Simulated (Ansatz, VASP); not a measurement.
**BeAu3 in VASP and in Ansatz**

```
Be Au
1.0
     3.92981    0.00000    0.00000
     0.00000    3.92981    0.00000
     0.00000    0.00000    3.92981
Be Au
1 3
Direct
  0.00000 0.00000 0.00000
  0.00000 0.50000 0.50000
  0.50000 0.00000 0.50000
  0.50000 0.50000 0.00000
```

Alike in both runs: task single point; functional r2SCAN; k mesh 6 × 6 × 6; occupations gaussian, width 0.15 eV; no spin polarisation.

|  | VASP | Ansatz |
| --- | --- | --- |
| version | VASP 6.6.1 | Ansatz 0.2.0 |
| potentials or method | VASP PAW PBE potentials, release 64 (Be, Au), cutoff 520 eV | plane waves, PAW |
| valence electrons in the cell | 35 | 59 |

Ansatz gave:

```
pressure (GPa) : 5.4
```

Task: Which values does VASP return?

Result: Pressure (GPa): 5.7.

VASP's potentials were made for PBE, not for r2SCAN. VASP's potentials hold 35 valence electrons a cell and Ansatz's 59, so a difference there can come from the potentials and not from the codes.

Spin-orbit coupling is off throughout.
